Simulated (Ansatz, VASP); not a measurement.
One calculation of Rb, two programs

```xyz
1
Lattice="-2.8353 2.8353 2.8353 2.8353 -2.8353 2.8353 2.8353 2.8353 -2.8353" Properties=species:S:1:pos:R:3 pbc="T T T"
Rb    0.0000    0.0000    0.0000
```

Alike in both runs: task single point; functional PBE; k mesh 12 × 12 × 12; occupations gaussian, width 0.15 eV; no spin polarisation.

|  | VASP | Ansatz |
| --- | --- | --- |
| version | VASP 6.6.1 | Ansatz 0.2.0 |
| potentials or method | VASP PAW PBE potentials, release 64 (Rb_sv), cutoff 520 eV | scalar-relativistic, plane waves, PAW |
| valence electrons in the cell | 9 | 9 |

|  | VASP | Ansatz | Ansatz less VASP |
| --- | --- | --- | --- |
| gap on the k mesh at the Fermi level (eV) | none | none | - |
| pressure (GPa) | 0.0 | 0.0 | 0.00 |

A gap of «none» marks a metal or a gap that the smearing closes.
